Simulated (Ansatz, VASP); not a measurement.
One calculation of C, two programs

```xyz
2
Lattice="1.2280 0.7090 3.3470 -1.2280 0.7090 3.3470 0.0000 -1.4180 3.3470" Properties=species:S:1:pos:R:3 pbc="T T T"
C     0.0000    0.0000    1.6467
C     0.0000    0.0000    8.3943
```

Alike in both runs: task single point; functional PBE; k mesh 5 × 5 × 5; occupations fermi-dirac, width 0.03 eV; no spin polarisation.

|  | VASP | Ansatz |
| --- | --- | --- |
| version | VASP 6.6.1 | Ansatz 0.2.0 |
| potentials or method | VASP PAW PBE potentials, release 64 (C), cutoff 520 eV | all-electron LAPW, scalar-relativistic |

|  | VASP | Ansatz | Ansatz less VASP |
| --- | --- | --- | --- |
| gap on the k mesh at the Fermi level (eV) | 2.48 | 2.48 | 0.000 |
| pressure (GPa) | 4.9 | 4.4 | -0.52 |
| traceless stress, the component that is largest in VASP (GPa) | -2.44 | -1.83 | +0.610 |
| rms of the force components (eV/Å) | 0.504 | 0.506 | +0.0027 |

Atom by atom the forces differ by 0.003 eV/Å (rms over components). Ansatz ran all-electron here, and VASP with PAW potentials.

The k mesh is coarse, so the values compare programs but aren't converged.
